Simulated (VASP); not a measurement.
# Al15GeO24 (a cell with a defect) in VASP: electric field gradients with PBE

Aim: the electric field gradients of Al15GeO24 (a cell with a defect) with PBE.

Program: VASP 6.6.1. These are calculated values, not measurements. Logs are shortened: lines on timing, memory, paths and dates and some standing lists are left out, and cuts for length are marked.

## 1. The cell of the first run

The cell holds a defect, 40 atoms: a = 7.064 Å, b = 7.064 Å, c = 7.064 Å, α = 85.72°, β = 85.72°, γ = 85.72°.

## 2. Electric field gradients, PBE

Input file INCAR:

```
ALGO = Normal
EDIFF = 1E-8
ENCUT = 520
GGA = PE
ISIF = 2
ISMEAR = -1
LASPH = T
LCHARG = F
LEFG = T
LREAL = Auto
LWAVE = F
NBANDS = 128
NELECT = 202.0
NELM = 80
PREC = Accurate
SIGMA = 0.01
```

Input file KPOINTS:

```
k-points
0
Gamma
  3 3 3
```

Input file POSCAR:

```
Al15GeO24
1.0
   -4.8050272208     -2.7741837594      4.3720844159
    4.8050272208     -2.7741837594      4.3720844159
    0.0000000000      5.5483675188      4.3720844159
Ge Al O
1 15 24
Direct
    0.6479040000      0.6479040000      0.6479040000
    0.1479040000      0.1479040000      0.6479040000
    0.1479040000      0.6479040000      0.1479040000
    0.6479040000      0.1479040000      0.1479040000
    0.8520960000      0.8520960000      0.8520960000
    0.3520960000      0.3520960000      0.8520960000
    0.3520960000      0.8520960000      0.3520960000
    0.8520960000      0.3520960000      0.3520960000
    0.1479040000      0.1479040000      0.1479040000
    0.6479040000      0.6479040000      0.1479040000
    0.6479040000      0.1479040000      0.6479040000
    0.1479040000      0.6479040000      0.6479040000
    0.3520960000      0.3520960000      0.3520960000
    0.8520960000      0.8520960000      0.3520960000
    0.8520960000      0.3520960000      0.8520960000
    0.3520960000      0.8520960000      0.8520960000
    0.4030727500      0.5969272500      0.2500000000
    0.9030727500      0.0969272500      0.2500000000
    0.9030727500      0.5969272500      0.7500000000
    0.4030727500      0.0969272500      0.7500000000
    0.4030727500      0.7500000000      0.5969272500
    0.9030727500      0.2500000000      0.5969272500
    0.9030727500      0.7500000000      0.0969272500
    0.4030727500      0.2500000000      0.0969272500
    0.5969272500      0.2500000000      0.4030727500
    0.0969272500      0.7500000000      0.4030727500
    0.0969272500      0.2500000000      0.9030727500
    0.5969272500      0.7500000000      0.9030727500
    0.2500000000      0.4030727500      0.5969272500
    0.7500000000      0.9030727500      0.5969272500
    0.7500000000      0.4030727500      0.0969272500
    0.2500000000      0.9030727500      0.0969272500
    0.7500000000      0.5969272500      0.4030727500
    0.2500000000      0.0969272500      0.4030727500
    0.2500000000      0.5969272500      0.9030727500
    0.7500000000      0.0969272500      0.9030727500
    0.5969272500      0.4030727500      0.7500000000
    0.0969272500      0.9030727500      0.7500000000
    0.0969272500      0.4030727500      0.2500000000
    0.5969272500      0.9030727500      0.2500000000
```

Potentials or basis: VASP PAW PBE potentials, release 64 (Ge_d, Al, O).

Run with:

```bash
$ cat potpaw_PBE.64/Ge_d/POTCAR potpaw_PBE.64/Al/POTCAR potpaw_PBE.64/O/POTCAR > POTCAR
$ mpirun -np 1 vasp_std > vasp.out
```

OUTCAR:

```text
EDIFF = 1E-8
   ENCUT = 520
   GGA = PE
   ISIF = 2
   ISMEAR = -1
   LASPH = T
   LREAL = Auto
   NELECT = 202.0
   NELM = 80
   PREC = Accurate

 ion  position               nearest neighbor table
   1  0.648  0.648  0.648-  21 1.87  37 1.87  33 1.87  19 1.99  28 1.99  30 1.99   5 2.68  15 2.82
                            16 2.82  14 2.82
   2  0.148  0.148  0.648-  22 1.87  38 1.87  34 1.87  20 1.99  27 1.99  29 1.99   6 2.68  15 2.82
                            16 2.82  13 2.82   8 3.25   7 3.25   5 3.25
   3  0.148  0.648  0.148-  23 1.87  39 1.87  35 1.87  17 1.99  26 1.99  32 1.99   7 2.68  13 2.82
                            14 2.82  16 2.82   5 3.25   6 3.25   8 3.25
   4  0.648  0.148  0.148-  24 1.87  40 1.87  36 1.87  18 1.99  25 1.99  31 1.99   8 2.68  13 2.82
                            14 2.82  15 2.82   5 3.25   6 3.25   7 3.25
   5  0.852  0.852  0.852-  36 1.87  38 1.87  23 1.87  19 1.99  28 1.99  30 1.99   1 2.68  11 2.82
                            12 2.82  10 2.82   4 3.25   3 3.25   2 3.25
   6  0.352  0.352  0.852-  35 1.87  37 1.87  24 1.87  20 1.99  27 1.99  29 1.99   2 2.68  11 2.82
                            12 2.82   9 2.82   4 3.25   3 3.25
   7  0.352  0.852  0.352-  34 1.87  40 1.87  21 1.87  17 1.99  26 1.99  32 1.99   3 2.68   9 2.82
                            10 2.82  12 2.82   2 3.25   4 3.25
   8  0.852  0.352  0.352-  33 1.87  39 1.87  22 1.87  18 1.99  25 1.99  31 1.99   4 2.68   9 2.82
                            10 2.82  11 2.82   2 3.25   3 3.25
   9  0.148  0.148  0.148-  32 1.87  18 1.87  27 1.87  39 1.99  34 1.99  24 1.99  13 2.68   8 2.82
[... 37 lines left out ...]
  39  0.097  0.403  0.250-   3 1.87   8 1.87   9 1.99  13 1.99
  40  0.597  0.903  0.250-   4 1.87   7 1.87  10 1.99  14 1.99

  LATTYP: Found a trigonal (rhomboedric) cell.
 ALAT       =     7.0639581159
 COS(alpha) =     0.0746085784

  Lattice vectors:

 A1 = (  -4.8050272208,  -2.7741837594,   4.3720844159)
 A2 = (   4.8050272208,  -2.7741837594,   4.3720844159)
 A3 = (   0.0000000000,   5.5483675188,   4.3720844159)

Analysis of symmetry for initial positions (statically):
=====================================================================
 Subroutine PRICEL returns:
 Original cell was already a primitive cell.

 Routine SETGRP: Setting up the symmetry group for a
 trigonal (rhombohedral) supercell.

 Subroutine GETGRP returns: Found  3 space group operations
 (whereof  3 operations were pure point group operations)
 out of a pool of 12 trial point group operations.

The static configuration has the point symmetry C_3 .

Analysis of symmetry for dynamics (positions and initial velocities):
=====================================================================
 Subroutine PRICEL returns:
 Original cell was already a primitive cell.

 Routine SETGRP: Setting up the symmetry group for a
 trigonal (rhombohedral) supercell.

 Subroutine GETGRP returns: Found  3 space group operations
 (whereof  3 operations were pure point group operations)
 out of a pool of 12 trial point group operations.

The dynamic configuration has the point symmetry C_3 .

 Subroutine INISYM returns: Found  3 space group operations
 (whereof  3 operations are pure point group operations),
 and found     1 'primitive' translations

----------------------------------------------------------------------------------------

                                     Primitive cell

  volume of cell :     349.6801

  direct lattice vectors                    reciprocal lattice vectors
    -4.805027221 -2.774183759  4.372084416    -0.104057683 -0.060077731  0.076241285
     4.805027221 -2.774183759  4.372084416     0.104057683 -0.060077731  0.076241285
     0.000000000  5.548367519  4.372084416     0.000000000  0.120155463  0.076241285

  length of vectors
     7.063958116  7.063958116  7.063958116     0.142302736  0.142302736  0.142302736

  position of ions in fractional coordinates (direct lattice)
     0.647904000  0.647904000  0.647904000
     0.147904000  0.147904000  0.647904000
     0.147904000  0.647904000  0.147904000
     0.647904000  0.147904000  0.147904000
     0.852096000  0.852096000  0.852096000
     0.352096000  0.352096000  0.852096000
[... 32 lines left out ...]
     0.096927250  0.403072750  0.250000000
     0.596927250  0.903072750  0.250000000

  ion indices of the primitive-cell ions
[... 107 lines left out ...]
   EMIN   =  10.00;   EMAX   =-10.00  energy-range for DOS
   EFERMI =   0.00;   METHOD = LEGACY
   ISMEAR =    -1;   SIGMA  =   0.01  broadening in eV -4-tet -1-fermi 0-gaus
   EFERMI_NEDOS =   21; number of points for ismear=-14 and -15
   IALGO  =     38    algorithm
   IMIX   =      4    mixing-type and parameters
     AMIX     =   0.40;   BMIX     =  1.00
     AMIX_MAG =   1.60;   BMIX_MAG =  1.00
  volume/ion in A,a.u.               =       8.74        58.99
  Fermi-wavevector in a.u.,A,eV,Ry     =   1.363437  2.576522 25.292684  1.858960
  Thomas-Fermi vector in A             =   2.489840
   LORBIT       =      0    0 simple, 1 ext, 2 COOP (PROOUT), +10 PAW based schemes
   GGA     = PE    functional components
   LHFCALC =     F    Hartree Fock is set to
   AEXX    =    0.0000 exact exchange contribution
   IVDW    =     0    specifies the selected vdW correction
   LEPSILON=     F    determine dielectric tensor
   LRPA    =     F    only Hartree local field effects (RPA)
 non-spin polarized calculation
  energy-cutoff  :      520.00
  volume of cell :      349.68
 maximum number of plane-waves:      9448
 NGX is ok and might be reduce to    54
   NGX = 27   NGY = 27   NGZ = 27

 number of electron     201.9999956 magnetization

 Free energy of the ion-electron system (eV)
  ---------------------------------------------------
  ext. energy  EPLUGINS =         0.00000000
  ---------------------------------------------------
  free energy    TOTEN  =      -303.94645413 eV

  energy without entropy =     -303.94645413  energy(sigma->0) =     -303.94645413

 E-fermi :   6.2807     XC(G=0): -11.6029

 val. band max:        5.9794883804   @ k =   0.0000   0.0000   0.0000
 cond. band min:      10.4234521890   @ k =   0.0000   0.0000   0.0000
 fundamental gap:      4.4439638086
 Fermi energy:         6.2806948311

 k-point     1 :       0.0000    0.0000    0.0000
  band No.  band energies     occupation
      1     -18.1590      2.00000
      2     -18.1590      2.00000
      3     -17.9941      2.00000
      4     -17.9646      2.00000
      5     -17.9646      2.00000
      6     -13.6486      2.00000
[... 685 lines left out ...]
    112      15.5712      0.00000
    113      15.6198      0.00000
 [bands above 113 left out]

------------------------ aborting loop because EDIFF is reached ----------------------------------------

  FORCE on cell =-STRESS in cart. coord.  units (eV):
  Direction    XX          YY          ZZ          XY          YZ          ZX
  --------------------------------------------------------------------------------------
  -------------------------------------------------------------------------------------
  Total       -7.8533063     -7.8533063     -9.0514774      0.0000001      0.0000000     -0.0000000
  in kB      -35.9825760    -35.9825760    -41.4724019      0.0000005      0.0000000     -0.0000000
  external PRESSURE =     -37.8125179 kB  Pullay stress =       0.0000000 kB

 VOLUME and BASIS-vectors are now :
 -----------------------------------------------------------------------------
  energy-cutoff  :      520.00
  volume of cell :      349.68
      direct lattice vectors                 reciprocal lattice vectors
    -4.805027221 -2.774183759  4.372084416    -0.104057683 -0.060077731  0.076241285
     4.805027221 -2.774183759  4.372084416     0.104057683 -0.060077731  0.076241285
     0.000000000  5.548367519  4.372084416     0.000000000  0.120155463  0.076241285

 POSITION                                       TOTAL-FORCE (eV/Angst)
 -----------------------------------------------------------------------------------
      0.00000      0.00000      8.49807        -0.000000      0.000000     -0.324921
      0.00000      2.77418      4.12599         0.041885     -0.090244      0.032609
      2.40251     -1.38709      4.12599        -0.099096      0.008849      0.032609
     -2.40251     -1.38709      4.12599         0.057212      0.081396      0.032609
      0.00000      0.00000     11.17631        -0.000000     -0.000000      1.256837
      0.00000      2.77418      6.80422         0.362584      0.820504     -0.422245
[... 32 lines left out ...]
      1.47104     -0.00000      3.27906         0.208862      0.053837      0.042077
      1.47104     -2.77418      7.65115        -0.314024      0.210158     -0.072182
 -----------------------------------------------------------------------------------
    total drift:                                0.000000      0.000002      0.002192

  FREE ENERGIE OF THE ION-ELECTRON SYSTEM (eV)
  ---------------------------------------------------
  free  energy   TOTEN  =      -303.9464541267 eV

  energy  without entropy=     -303.9464541267  energy(sigma->0) =     -303.94645413

 Electric field gradients (V/A^2)
---------------------------------------------------------------------
 ion       V_xx      V_yy      V_zz      V_xy      V_xz      V_yz
---------------------------------------------------------------------
   1      -7.751    -7.751    15.501    -0.000    -0.000    -0.000
   2      -2.363    -3.432     5.794    -0.856    -0.775    -1.043
   3      -2.423    -3.372     5.794     0.891    -0.516     1.192
   4      -3.906    -1.888     5.794    -0.035     1.291    -0.149
   5      -3.577    -3.577     7.153    -0.000     0.000    -0.000
   6      -2.753    -2.570     5.323     2.613    -0.797    -2.239
[... 32 lines left out ...]
  39      11.019    -5.678    -5.341     1.586    -0.314   -34.280
  40       7.969    -5.018    -2.951    -0.447     0.850   -29.589
---------------------------------------------------------------------

 Electric field gradients after diagonalization (V/A^2)
 (convention: |V_zz| > |V_xx| > |V_yy|)
----------------------------------------------------------------------
 ion       V_xx      V_yy      V_zz     asymmetry (V_yy - V_xx)/ V_zz
----------------------------------------------------------------------
   1      -7.751    -7.751    15.501       0.000
   2      -4.075    -1.891     5.966       0.366
   3      -4.075    -1.891     5.966       0.366
   4      -4.075    -1.891     5.966       0.366
   5      -3.577    -3.577     7.153       0.000
   6      -5.374    -0.787     6.161       0.744
[... 32 lines left out ...]
  39      28.872    10.934   -39.806       0.451
  40      25.671     7.923   -33.594       0.528
----------------------------------------------------------------------

           NMR quadrupolar parameters

 Cq : quadrupolar parameter    Cq=e*Q*V_zz/h
 eta: asymmetry parameters     (V_yy - V_xx)/ V_zz
 Q  : nuclear electric quadrupole moment in mb (millibarn)
----------------------------------------------------------------------
 ion       Cq(MHz)       eta       Q (mb)
----------------------------------------------------------------------
   1       0.037       0.000       1.000
   2       0.014       0.366       1.000
   3       0.014       0.366       1.000
   4       0.014       0.366       1.000
   5       0.017       0.000       1.000
   6       0.015       0.744       1.000
[... 32 lines left out ...]
  39      -0.096       0.451       1.000
  40      -0.081       0.528       1.000
----------------------------------------------------------------------
```

Wall time 24 min (1 thread of Intel Xeon 8259CL, shared host); peak memory 0.49 GiB.

Results:

| Item | Value |
| --- | --- |
| Free energy | -303.9465 eV |
| Largest force | 1.257 eV/Å |
| Largest electric field gradient by atom | Ge +15.5; Al +6.0, +7.2, +6.2, +5.9, +9.2, +5.5, +6.5 (each value once); O -36.1, -38.1, -49.2, -43.0, +77.0, -33.6, -41.9, -39.8 (each value once) V/Å² |

Forces on the atoms (eV/Å):
```
Ge   0.000  0.000 -0.325
Al   0.042 -0.090  0.033
Al  -0.099  0.009  0.033
Al   0.057  0.081  0.033
Al   0.000  0.000  1.257
Al   0.363  0.821 -0.422
Al   0.529 -0.724 -0.422
Al  -0.892 -0.096 -0.422
Al   0.000  0.000 -0.017
Al   0.061  0.140 -0.228
Al   0.091 -0.123 -0.228
Al  -0.152 -0.017 -0.228
Al   0.000  0.000 -0.268
Al   0.090 -1.205  0.288
Al  -1.089  0.524  0.288
Al   0.999  0.681  0.288
O   -0.089 -0.075  0.299
O    0.045  0.181 -0.077
O    0.368  0.163 -0.282
O   -0.277 -0.168  0.110
O   -0.310 -0.064  0.354
O    0.339  0.167 -0.072
O    0.098  0.220 -0.261
O   -0.058 -0.208  0.042
O   -0.020  0.114  0.299
O   -0.007  0.324  0.110
O    0.134 -0.129 -0.077
O   -0.043 -0.401 -0.282
O    0.109 -0.040  0.299
O   -0.325  0.238 -0.282
O    0.284 -0.156  0.110
O   -0.179 -0.052 -0.077
O    0.099  0.301  0.354
O   -0.151  0.154  0.042
O   -0.025 -0.377 -0.072
O    0.142 -0.195 -0.261
O    0.211 -0.236  0.354
O   -0.240 -0.025 -0.261
O    0.209  0.054  0.042
O   -0.314  0.210 -0.072
```

Electric field gradients, principal values (V/Å²):
```tsv
atom	least	middle	greatest (by size)
1 Ge	-7.751	-7.751	15.501
2 Al	-1.891	-4.075	5.966
3 Al	-1.891	-4.075	5.966
4 Al	-1.891	-4.075	5.966
5 Al	-3.577	-3.577	7.153
6 Al	-0.787	-5.374	6.161
7 Al	-0.787	-5.374	6.161
8 Al	-0.787	-5.374	6.161
9 Al	-2.955	-2.955	5.911
10 Al	-2.209	-7.038	9.248
11 Al	-2.209	-7.038	9.248
12 Al	-2.209	-7.038	9.248
13 Al	-2.762	-2.762	5.524
14 Al	-1.922	-4.594	6.515
15 Al	-1.922	-4.594	6.515
16 Al	-1.922	-4.594	6.515
17 O	7.708	28.417	-36.125
18 O	8.770	29.293	-38.063
19 O	1.369	47.842	-49.211
20 O	9.698	33.283	-42.981
21 O	-12.975	-64.038	77.013
22 O	7.923	25.671	-33.594
23 O	11.723	30.197	-41.920
24 O	10.934	28.872	-39.806
25 O	7.708	28.417	-36.125
26 O	9.698	33.283	-42.981
27 O	8.770	29.293	-38.063
28 O	1.369	47.842	-49.211
29 O	7.708	28.417	-36.125
30 O	1.369	47.842	-49.211
31 O	9.698	33.283	-42.981
32 O	8.770	29.293	-38.063
33 O	-12.975	-64.038	77.013
34 O	10.934	28.872	-39.806
35 O	7.923	25.671	-33.594
36 O	11.723	30.197	-41.920
37 O	-12.975	-64.038	77.013
38 O	11.723	30.197	-41.920
39 O	10.934	28.872	-39.806
40 O	7.923	25.671	-33.594
```

Caveat: the cell carries a net charge on a neutralising background, which shifts energy and pressure; the cell is charged against a uniform background, so pressure and absolute levels hang on convention; without QUAD_EFG the Cq values of the log hold for a quadrupole moment of 1 mb, not for the nuclei.
